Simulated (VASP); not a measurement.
# FeSi2 (P4/mmm) in VASP: further runs, part 2 of 2

VASP 6.6.1. Earlier steps stand in the parts before.

### Step 4. Single point, PBEsol (equal strain along all axes, cell held: +3.0 %, then relaxed in part)

The input, INCAR:

```
PREC     = Accurate       # precision mode
ENCUT    = 520            # plane-wave cutoff, eV
EDIFF    = 1E-7           # SCF threshold, eV
ISMEAR   = 0              # smearing method
SIGMA    = 0.1            # smearing width, eV
LREAL    = F              # projectors in reciprocal space
LASPH    = T              # aspherical terms in the spheres
NELM     = 60             # most SCF steps
ALGO     = Normal         # electronic algorithm
ISIF     = 2              # what is computed and relaxed
LWAVE    = F              # write WAVECAR
LCHARG   = T              # write CHGCAR
GGA      = PS             # functional
LELF     = T              # ELF
LVHAR    = T            
NBANDS   = 15             # bands
```

The input, KPOINTS:

```
regular mesh
0
Gamma
  16 16 8
```

The input, POSCAR:

```
FeSi2
1.0
    2.7565700201      0.0000000000      0.0000000000
    0.0000000000      2.7565700201      0.0000000000
    0.0000000000      0.0000000000      5.2595532431
Fe Si
1 2
Direct
    0.0000000000      0.0000000000      0.0000000000
    0.5000000000      0.5000000000      0.2691432377
    0.5000000000      0.5000000000      0.7308567623
```

Command:

```bash
$ cat potpaw_PBE.64/Fe/POTCAR potpaw_PBE.64/Si/POTCAR > POTCAR
$ mpirun -np 1 vasp_std > vasp.out
```

Wall time 2.3 min (1 thread of Intel Xeon Platinum 8488C (Sapphire Rapids), shared host); peak memory 0.26 GiB.

It converged, with:

| Property | Result |
| --- | --- |
| Free energy | -21.7958 eV |
| Pressure | -14.0 GPa |
| Largest force | 0.012 eV/Å |
| Band gap on the k mesh | zero (band 8 reaches 9.04 eV, above the bottom of band 9 at 8.77 eV) |

Forces on the atoms (eV/Å):
```
Fe   0.000  0.000  0.000
Si   0.000  0.000  0.012
Si   0.000  0.000 -0.012
```

Stress tensor (GPa, compression positive):
```
-12.95   0.00   0.00
  0.00 -12.95   0.00
  0.00   0.00 -16.08
```

Levels at points of the mesh, in eV from the Fermi level:
```tsv
k point	band 6	band 7	band 8	band 9	band 10	band 11
(0.00, 0.00, 0.00)	-1.40	-1.40	-0.62	4.19	4.19	6.04
(0.50, 0.00, 0.00)	-2.84	-1.93	-1.01	0.10	1.11	2.22
(0.50, 0.50, 0.00)	-3.17	-1.98	-0.24	0.09	2.49	3.05
(0.00, 0.00, 0.50)	-1.44	-1.44	-0.62	2.16	5.21	5.21
(0.50, 0.00, 0.50)	-2.19	-1.92	-1.02	0.47	2.08	4.39
(0.50, 0.50, 0.50)	-3.19	-1.60	0.09	0.49	0.49	1.40
```

Caveat: the cell differs from its parent crystal (equal strain along all axes, cell held: +3.0 %, then relaxed in part); the PAW data sets were made with another functional, which shifts forces and pressure a little. Spin polarisation is off, so any magnetic state and its effect on volume and gap are missing.

### Step 5. Single point, PBEsol

This run uses another cell than the first one, of 10.23 Å³/atom, 0.815 times its volume.

The input, INCAR:

```
SYSTEM = FeSi2
ALGO     = Normal         ! electronic algorithm
EDIFF    = 1E-6           ! SCF threshold, eV
ENCUT    = 600            ! plane-wave cutoff, eV
GGA      = PS             ! functional
GGA_COMPAT= .FALSE.      
ISIF     = 2              ! what is computed and relaxed
ISMEAR   = 0              ! smearing method
LASPH    = .TRUE.         ! aspherical terms in the spheres
LCHARG   = .FALSE.        ! write CHGCAR
LREAL    = .FALSE.        ! projectors in reciprocal space
LWAVE    = .FALSE.        ! write WAVECAR
NBANDS   = 19             ! bands
NELM     = 120            ! most SCF steps
PREC     = Accurate       ! precision mode
SIGMA    = 0.1            ! smearing width, eV
```

The input, KPOINTS:

```
k-points
0
G
  16 16 10
  0 0 0
```

The input, POSCAR:

```
FeSi2
1.0
    2.5043413120      0.0000000000      0.0000000000
    0.0000000000      2.5043413120      0.0000000000
    0.0000000000      0.0000000000      4.8953997287
Fe Si
1 2
Direct
    0.0000000000      0.0000000000      0.0000000000
    0.5000000000      0.5000000000      0.2768615426
    0.5000000000      0.5000000000      0.7231384574
```

Potentials or basis: VASP PAW PBE potentials, release 64 (Fe_sv, Si).

Command:

```bash
$ cat potpaw_PBE.64/Fe_sv/POTCAR potpaw_PBE.64/Si/POTCAR > POTCAR
$ mpirun -np 1 vasp_std > vasp.out
```

Run time: 97 s. Hardware: 1 thread of AMD EPYC 9R45 (Zen 5), shared host; peak memory 0.26 GiB.

Results (log left out):

| Item | Value |
| --- | --- |
| Free energy | -21.2838 eV |
| Pressure | 48.7 GPa |
| Largest force | 0.031 eV/Å |
| Band gap on the k mesh | zero (band 12 reaches 15.30 eV, above the bottom of band 13 at 14.48 eV) |

Forces on the atoms (eV/Å):
```
Fe   0.000  0.000  0.000
Si   0.000  0.000 -0.031
Si   0.000  0.000  0.031
```

Stress tensor (GPa, compression positive):
```
48.66  0.00  0.00
 0.00 48.66  0.00
 0.00  0.00 48.88
```

Levels at points of the mesh, in eV from the Fermi level:
```tsv
k point	band 9	band 10	band 11	band 12	band 13	band 14	band 15	band 16
(0.00, 0.00, 0.00)	-2.29	-1.68	-1.68	-0.45	5.94	5.94	6.95	7.41
(0.50, 0.00, 0.00)	-4.45	-4.03	-2.26	-1.20	0.05	2.26	2.67	8.17
(0.50, 0.50, 0.00)	-4.87	-3.09	-2.98	0.57	2.28	2.92	2.92	2.92
(0.00, 0.00, 0.50)	-2.98	-1.73	-1.73	-0.45	3.08	6.31	7.40	7.40
(0.50, 0.00, 0.50)	-3.91	-3.12	-2.26	-1.22	1.12	2.81	4.58	6.05
(0.50, 0.50, 0.50)	-3.35	-3.35	-2.33	0.05	0.05	0.47	0.58	4.69
```

Caveat: the PAW data sets were made with another functional, which shifts forces and pressure a little. Spin polarisation is off, so any magnetic state and its effect on volume and gap are missing.

### Step 6. The runs side by side

| potentials or basis | cell | k mesh | cutoff (eV) | second run | gap on the mesh (eV) | pressure (GPa) | largest force (eV/Å) |
| --- | --- | --- | --- | --- | --- | --- | --- |
| VASP PAW PBE potentials, release 64 (Fe, Si) | a = 2.703, b = 2.703, c = 5.157 Å, 3 atoms | 16 × 16 × 8 | 520 | - | none | -5.2 | 0.02 |
| VASP PAW PBE potentials, release 64 (Fe, Si) | a = 2.730, b = 2.730, c = 5.208 Å, 3 atoms | 16 × 16 × 8 | 520 | - | none | -10.0 | 0.01 |
| VASP PAW PBE potentials, release 64 (Fe, Si) | a = 2.757, b = 2.757, c = 5.260 Å, 3 atoms | 16 × 16 × 8 | 520 | - | none | -14.0 | 0.01 |
| VASP PAW PBE potentials, release 64 (Fe_sv, Si) | a = 2.504, b = 2.504, c = 4.895 Å, 3 atoms | 16 × 16 × 10 | 600 | valence_matched | none | 48.7 | 0.03 |

Alike in all rows: task single point; level PBEsol; no spin polarisation; smearing gaussian 0.1 eV.

Caveats: the PAW data sets were made with another functional, which shifts forces and pressure a little.

Total energies depend on the potentials used, so only differences within one code and one set of settings carry meaning.
